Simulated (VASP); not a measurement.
# Pt (P6_3/mmc) in VASP: further runs

The runs below take Pt through single point, with LDA.

All numbers are computed with VASP 6.6.1; they aren't measurements. Logs are shortened: lines on timing, memory, paths and dates and some standing lists are left out, and cuts for length are marked.

### 1 The cell of the first run

It takes space group P6_3/mmc (No. 194, hexagonal). Conventional cell: a = 2.761 Å, b = 2.761 Å, c = 4.792 Å, α = 90.00°, β = 90.00°, γ = 120.00°. Pt (site symmetry -6m2) has 12 Pt at 2.76 to 2.88 Å within 3.6 Å.

### 2 Single point, LDA

File INCAR:

```
PREC = Accurate
ENCUT = 520
EDIFF = 1E-6
ISMEAR = -1
SIGMA = 0.01
LREAL = False
LASPH = True
NELM = 80
ALGO = Normal
ISIF = 2
LWAVE = False
LCHARG = False
GGA = CA
NBANDS = 17
```

File KPOINTS:

```
regular mesh
0
Gamma
  7 7 4
```

File POSCAR:

```
Pt
1.0
    2.7606660000      0.0000000000      0.0000000000
   -1.3803330000      2.3908068874      0.0000000000
    0.0000000000      0.0000000000      4.7921340000
Pt
2
Direct
    0.6666670000      0.3333330000      0.7500000000
    0.3333330000      0.6666670000      0.2500000000
```

Potentials or basis: VASP PAW LDA potentials, release 64 (Pt).

Launch:

```bash
> cat potpaw_LDA.64/Pt/POTCAR > POTCAR
> mpirun -np 1 vasp_std > vasp.out
```

OUTCAR:

```text
PREC = Accurate
   ENCUT = 520
   EDIFF = 1E-6
   ISMEAR = -1
   LREAL = False
   LASPH = True
   NELM = 80
   ISIF = 2
   GGA = CA

 ion  position               nearest neighbor table
   1  0.667  0.333  0.750-   2 2.88   2 2.88   2 2.88   2 2.88   2 2.88   2 2.88
   2  0.333  0.667  0.250-   1 2.88   1 2.88   1 2.88   1 2.88   1 2.88   1 2.88

  LATTYP: Found a hexagonal cell.
 ALAT       =     2.7606660000
 C/A-ratio  =     1.7358615638

  Lattice vectors:

 A1 = (   2.7606660000,   0.0000000000,   0.0000000000)
 A2 = (  -1.3803330000,   2.3908068874,   0.0000000000)
 A3 = (   0.0000000000,   0.0000000000,   4.7921340000)

Analysis of symmetry for initial positions (statically):
=====================================================================
 Subroutine PRICEL returns:
 Original cell was already a primitive cell.

 Routine SETGRP: Setting up the symmetry group for a
 hexagonal supercell.

 Subroutine GETGRP returns: Found 24 space group operations
 (whereof 12 operations were pure point group operations)
 out of a pool of 24 trial point group operations.

The static configuration has the point symmetry D_3d.
 The point group associated with its full space group is D_6h.

Analysis of symmetry for dynamics (positions and initial velocities):
=====================================================================
 Subroutine PRICEL returns:
 Original cell was already a primitive cell.

 Routine SETGRP: Setting up the symmetry group for a
 hexagonal supercell.

 Subroutine GETGRP returns: Found 24 space group operations
 (whereof 12 operations were pure point group operations)
 out of a pool of 24 trial point group operations.

The dynamic configuration has the point symmetry D_3d.
 The point group associated with its full space group is D_6h.

 Subroutine INISYM returns: Found 24 space group operations
 (whereof 12 operations are pure point group operations),
 and found     1 'primitive' translations

----------------------------------------------------------------------------------------

                                     Primitive cell

  volume of cell :      31.6291

  direct lattice vectors                    reciprocal lattice vectors
     2.760666000  0.000000000  0.000000000     0.362231433  0.209134415  0.000000000
    -1.380333000  2.390806887  0.000000000     0.000000000  0.418268830  0.000000000
     0.000000000  0.000000000  4.792134000     0.000000000  0.000000000  0.208675300

  length of vectors
     2.760666000  2.760666000  4.792134000     0.418268830  0.418268830  0.208675300

  position of ions in fractional coordinates (direct lattice)
     0.666667000  0.333333000  0.750000000
     0.333333000  0.666667000  0.250000000

  ion indices of the primitive-cell ions
   primitive index   ion index
                 1           1
                 2           2

----------------------------------------------------------------------------------------

 KPOINTS: regular mesh

Automatic generation of k-mesh.
 Grid dimensions read from file:
 generate k-points for:    7    7    4

 Generating k-lattice:

  Cartesian coordinates                     Fractional coordinates (reciprocal lattice)
     0.051747348  0.029876345  0.000000000     0.142857143  0.000000000  0.000000000
     0.000000000  0.059752690  0.000000000     0.000000000  0.142857143  0.000000000
     0.000000000  0.000000000  0.052168825     0.000000000  0.000000000  0.250000000

  Length of vectors
     0.059752690  0.059752690  0.052168825

  Shift w.r.t. Gamma in fractional coordinates (k-lattice)
     0.000000000  0.000000000  0.000000000

 Subroutine IBZKPT returns following result:
 ===========================================

 Found     24 irreducible k-points:

 Following reciprocal coordinates:
            Coordinates               Weight
  0.000000  0.000000  0.000000      1.000000
  0.142857 -0.000000  0.000000      6.000000
  0.285714 -0.000000  0.000000      6.000000
  0.428571 -0.000000  0.000000      6.000000
  0.142857  0.142857  0.000000      6.000000
  0.285714  0.142857  0.000000     12.000000
[... 16 lines left out ...]
  0.428571  0.142857  0.500000      6.000000
  0.285714  0.285714  0.500000      6.000000
   k-points           NKPTS =     24   k-points in BZ     NKDIM =     24   number of bands    NBANDS=     17
   number of dos      NEDOS =    301   number of ions     NIONS =      2
   total plane-waves  NPLWV =  20736
   dimension x,y,z NGX =    24 NGY =   24 NGZ =   36
   dimension x,y,z NGXF=    48 NGYF=   48 NGZF=   72
   ions per type =               2
   NGX,Y,Z   is equivalent  to a cutoff of  14.45, 14.45, 12.49 a.u.
   NGXF,Y,Z  is equivalent  to a cutoff of  28.91, 28.91, 24.98 a.u.
 SYSTEM =  unknown system
   PREC   = accura    normal or accurate (medium, high low for compatibility)
   ISTART =      0    job   : 0-new  1-cont  2-samecut
   ICHARG =      2    charge: 1-file 2-atom 10-const
   ISPIN  =      1    spin polarized calculation?
   LNONCOLLINEAR =      F non collinear calculations
   LSORBIT =      F    spin-orbit coupling
   LASPH  =      T    aspherical Exc in radial PAW
   ENCUT  =  520.0 eV  38.22 Ry    6.18 a.u.   5.13  5.13  8.91*2*pi/ulx,y,z
   NELM   =     80;   NELMIN=  2; NELMDL= -5     # of ELM steps
   EDIFF  = 0.1E-05   stopping-criterion for ELM
   LREAL  =      F    real-space projection
   EDIFFG = 0.1E-04   stopping-criterion for IOM
   NSW    =      0    number of steps for IOM
   IBRION =     -1    ionic relax: 0-MD 1-quasi-New 2-CG
   NFREE  =      0    steps in history (QN), initial steepest desc. (CG)
   ISIF   =      2    stress and relaxation
   ISYM   =      2    0-nonsym 1-usesym 2-fastsym
   POTIM  = 0.5000    time-step for ionic-motion
   TEBEG  =    0.0;   TEEND  =   0.0 temperature during run
   PSTRESS=    0.0 pullay stress
   NELECT =      20.0000    total number of electrons
   NUPDOWN=      -1.0000    fix difference up-down
   EMIN   =  10.00;   EMAX   =-10.00  energy-range for DOS
   EFERMI =   0.00;   METHOD = LEGACY
   ISMEAR =    -1;   SIGMA  =   0.01  broadening in eV -4-tet -1-fermi 0-gaus
   EFERMI_NEDOS =   21; number of points for ismear=-14 and -15
   IALGO  =     38    algorithm
   IMIX   =      4    mixing-type and parameters
     AMIX     =   0.40;   BMIX     =  1.00
     AMIX_MAG =   1.60;   BMIX_MAG =  1.00
  volume/ion in A,a.u.               =      15.81       106.72
  Fermi-wavevector in a.u.,A,eV,Ry     =   1.405149  2.655347 26.863939  1.974444
  Thomas-Fermi vector in A             =   2.527639
   LORBIT       =      0    0 simple, 1 ext, 2 COOP (PROOUT), +10 PAW based schemes
   GGA     = CA    functional components
   LHFCALC =     F    Hartree Fock is set to
   AEXX    =    0.0000 exact exchange contribution
   IVDW    =     0    specifies the selected vdW correction
   LEPSILON=     F    determine dielectric tensor
   LRPA    =     F    only Hartree local field effects (RPA)
 non-spin polarized calculation
  energy-cutoff  :      520.00
  volume of cell :       31.63
 maximum number of plane-waves:       863
 NGX is ok and might be reduce to    24
   NGX = 11   NGY = 11   NGZ = 17

 number of electron      20.0000004 magnetization

 Free energy of the ion-electron system (eV)
  ---------------------------------------------------
  ext. energy  EPLUGINS =         0.00000000
  ---------------------------------------------------
  free energy    TOTEN  =       -14.74234587 eV

  energy without entropy =      -14.73913983  energy(sigma->0) =      -14.74074285

 E-fermi :  10.2398     XC(G=0): -13.4087

 val. band max:       10.2225751845   @ k =   0.2857   0.1429   0.5000
 cond. band min:      10.2402832245   @ k =   0.2857  -0.0000   0.0000
 fundamental gap:      0.0177080400
 Fermi energy:        10.2397986722

 k-point     1 :       0.0000    0.0000    0.0000
  band No.  band energies     occupation
      1       0.5033      2.00000
      2       3.1139      2.00000
      3       6.2880      2.00000
      4       6.7278      2.00000
      5       6.7278      2.00000
      6       7.0902      2.00000
[... 9 lines left out ...]
     16      27.4290      0.00000
     17      31.2169      0.00000

 k-point     2 :       0.1429   -0.0000    0.0000
  band No.  band energies     occupation
      1       1.2226      2.00000
      2       3.7443      2.00000
      3       6.0733      2.00000
      4       6.6812      2.00000
      5       7.0236      2.00000
      6       7.2609      2.00000
[... 9 lines left out ...]
     16      27.6907      0.00000
     17      28.6955      0.00000

 k-point     3 :       0.2857   -0.0000    0.0000
  band No.  band energies     occupation
      1       2.8893      2.00000
      2       4.3143      2.00000
      3       5.5771      2.00000
      4       6.1893      2.00000
      5       6.4809      2.00000
      6       7.4671      2.00000
[... 9 lines left out ...]
     16      25.7368      0.00000
     17      27.6267      0.00000

 k-point     4 :       0.4286   -0.0000    0.0000
  band No.  band energies     occupation
      1       3.7321      2.00000
      2       3.9006      2.00000
      3       4.6907      2.00000
      4       6.9584      2.00000
      5       6.9896      2.00000
      6       7.1871      2.00000
[... 9 lines left out ...]
     16      22.6010      0.00000
     17      23.8866      0.00000
[... 343 lines left out ...]
      1       4.2851      2.00000
      2       4.2851      2.00000
      3       5.4428      2.00000
      4       5.4428      2.00000
      5       7.0605      2.00000
      6       7.0605      2.00000
[... 9 lines left out ...]
     16      23.7864      0.00000
     17      25.0690      0.00000

 k-point    23 :       0.4286    0.1429    0.5000
  band No.  band energies     occupation
      1       4.1560      2.00000
      2       4.1560      2.00000
      3       5.2919      2.00000
      4       5.2919      2.00000
      5       7.5219      2.00000
      6       7.5219      2.00000
[... 9 lines left out ...]
     16      22.9740      0.00000
     17      25.1968      0.00000

 k-point    24 :       0.2857    0.2857    0.5000
  band No.  band energies     occupation
      1       4.9082      2.00000
      2       4.9082      2.00000
      3       5.8026      2.00000
      4       5.8026      2.00000
      5       6.5711      2.00000
      6       6.5711      2.00000
[... 9 lines left out ...]
     16      20.2158      0.00000
     17      26.5729      0.00000

------------------------ aborting loop because EDIFF is reached ----------------------------------------

  FORCE on cell =-STRESS in cart. coord.  units (eV):
  Direction    XX          YY          ZZ          XY          YZ          ZX
  --------------------------------------------------------------------------------------
  -------------------------------------------------------------------------------------
  Total       -3.3890339     -3.3890339     -2.1650403      0.0000000      0.0000000      0.0000000
  in kB     -171.6718838   -171.6718838   -109.6703550      0.0000000      0.0000000      0.0000000
  external PRESSURE =    -151.0047076 kB  Pullay stress =       0.0000000 kB

 VOLUME and BASIS-vectors are now :
 -----------------------------------------------------------------------------
  energy-cutoff  :      520.00
  volume of cell :       31.63
      direct lattice vectors                 reciprocal lattice vectors
     2.760666000  0.000000000  0.000000000     0.362231433  0.209134415  0.000000000
    -1.380333000  2.390806887  0.000000000     0.000000000  0.418268830  0.000000000
     0.000000000  0.000000000  4.792134000     0.000000000  0.000000000  0.208675300

 POSITION                                       TOTAL-FORCE (eV/Angst)
 -----------------------------------------------------------------------------------
      1.38033      0.79693      3.59410         0.000000      0.000000      0.000000
     -0.00000      1.59387      1.19803        -0.000000     -0.000000      0.000000
 -----------------------------------------------------------------------------------
    total drift:                                0.000039     -0.000022      0.000026

  FREE ENERGIE OF THE ION-ELECTRON SYSTEM (eV)
  ---------------------------------------------------
  free  energy   TOTEN  =       -14.7423458723 eV

  energy  without entropy=      -14.7391398270  energy(sigma->0) =      -14.74074285
```

It took 5.1 s on 1 thread of Intel Xeon 6975P-C (Granite Rapids), shared host; peak memory 0.14 GiB.

What came out:

```
Free energy            : -14.7423 eV
Pressure               : -15.1 GPa
Band gap on the k mesh : zero (band 10 reaches 10.43 eV, above the bottom of band 11 at 9.45 eV)
```

Caveat: the k points lie up to 0.38 Å⁻¹ apart; spin-orbit coupling is left out, which moves the levels of the heavy elements.

(Continued in part 2 of 2.)
